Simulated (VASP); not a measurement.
# SnO2: single point with LDA

The system is SnO2.

```
Sn O
1.0
     1.61709    0.93363    4.80059
    -1.61709    0.93363    4.80059
     0.00000   -1.86726    4.80059
Sn O
1 2
Cartesian
  -0.1000 0.0000 7.2009
  0.0000 0.0000 3.4157
  0.0000 0.0000 10.9861
```

This cell differs from its parent crystal: all Sn atoms moved -0.100 Å, as atom 1 along Cartesian [1 0 0].

```yaml
Program: VASP 6.6.1
Task: single point
Functional: LDA
Potentials_or_basis: VASP PAW LDA potentials, release 64 (Sn_d, O)
Cutoff: 520 eV
k_mesh: 12 × 12 × 12
Occupations: gaussian, width 0.05 eV
Spin: no spin polarisation
Dipole_correction: no
Further_INCAR_settings: ALGO = Normal; EDIFF = 1e-07; NBANDS = 20
```

The pressure is -7.5 GPa, the largest force is 1.265 eV/Å and the band gap on the k mesh is 1.76 eV (least direct gap 1.88 eV).

Forces on the atoms (eV/Å):
```
Sn   1.265  0.000  0.000
O   -0.632  0.128 -0.507
O   -0.632 -0.128  0.507
```

Stress tensor (GPa, compression positive):
```
-7.54  0.00  0.00
 0.00 -8.53  0.95
 0.00  0.95 -6.30
```

Levels at points of the mesh, in eV from the valence-band top:
| k point | band 9 | band 10 | band 11 | band 12 | band 13 | band 14 | band 15 | band 16 | band 17 | band 18 |
| --- | --- | --- | --- | --- | --- | --- | --- | --- | --- | --- |
| (0.00, 0.00, 0.00) | -1.34 | -1.33 | -0.87 | -0.87 | -0.12 | 1.76 | 5.52 | 10.72 | 10.78 | 11.43 |
| (0.50, 0.00, 0.00) | -4.17 | -2.98 | -1.48 | -0.61 | -0.58 | 5.12 | 7.52 | 9.79 | 11.99 | 12.51 |
| (0.00, 0.00, 0.50) | -4.19 | -2.94 | -1.49 | -0.61 | -0.58 | 5.10 | 7.55 | 9.78 | 11.88 | 12.66 |
| (0.50, 0.50, 0.00) | -4.42 | -3.03 | -1.16 | -0.46 | -0.04 | 4.82 | 6.73 | 10.48 | 10.93 | 12.08 |
| (0.50, 0.00, 0.50) | -4.40 | -3.07 | -1.14 | -0.47 | -0.03 | 4.84 | 6.71 | 10.47 | 10.96 | 12.19 |
| (0.50, 0.50, 0.50) | -1.39 | -1.38 | -1.32 | -0.83 | -0.83 | 3.04 | 5.47 | 10.96 | 11.01 | 11.77 |

Run time: 20 min on 1 thread of Intel Xeon 8259CL (shared host), peak memory 0.49 GiB.

Caveat: the cell differs from its parent crystal (all Sn atoms moved -0.100 Å, as atom 1 along Cartesian [1 0 0]); the cell stands under tension; spin-orbit coupling is left out, which moves the levels of the heavy elements; forces of over 1 eV/Å act on the atoms, so gaps and moduli don't describe the material at rest. A k mesh can miss the band edges.
